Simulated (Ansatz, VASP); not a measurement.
**Tl in VASP and in Ansatz**

```
Tl
1.0
    -1.94551    1.94551    1.94551
     1.94551   -1.94551    1.94551
     1.94551    1.94551   -1.94551
Tl
1
Cartesian
  0.0000 0.0000 0.0000
```

Alike in both runs: task single point; functional LDA; k mesh 13 × 13 × 13; occupations fermi-dirac, width 0.1 eV; no spin polarisation.

|  | VASP | Ansatz |
| --- | --- | --- |
| version | VASP 6.6.1 | Ansatz 0.2.0 |
| potentials or method | VASP PAW LDA potentials, release 64 (Tl_d), cutoff 520 eV | plane waves (420 eV) with PAW, scalar-relativistic |
| valence electrons in the cell | 13 | 13 |

```tsv
	VASP	Ansatz	Ansatz less VASP
pressure (GPa)	-2.6	-2.6	-0.06
```

Ansatz warns that its potentials were made for another functional, while VASP's fit it. LDA's correlation is that of Perdew and Zunger in VASP and of Perdew and Wang (1992) in Ansatz.

Spin-orbit coupling is off throughout.
